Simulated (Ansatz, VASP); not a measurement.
One calculation of Re, two programs

```
Re
1.0
     0.00000    1.93017    1.93017
     1.93017    0.00000    1.93017
     1.93017    1.93017    0.00000
Re
1
Direct
  0.00000 0.00000 0.00000
```

Alike in both runs: task single point; functional LDA; k mesh 14 × 14 × 14; occupations fermi-dirac, width 0.1 eV; non-collinear spin, spin-orbit coupling.

|  | VASP | Ansatz |
| --- | --- | --- |
| version | VASP 6.6.1 | Ansatz 0.2.0 |
| potentials or method | VASP PAW LDA potentials, release 64 (Re), cutoff 520 eV | plane waves (420 eV) with PAW, fully relativistic with spin-orbit coupling |
| valence electrons in the cell | 7 | 15 |

```csv
,VASP,Ansatz,Ansatz less VASP
net moment per atom (μB),0.00,0.00,0.000
```

Ansatz warns that its potentials were made for another functional, while VASP's fit it. LDA's correlation is that of Perdew and Zunger in VASP and of Perdew and Wang (1992) in Ansatz. VASP's potentials hold 7 valence electrons a cell and Ansatz's 15, so a difference there can come from the potentials and not from the codes.
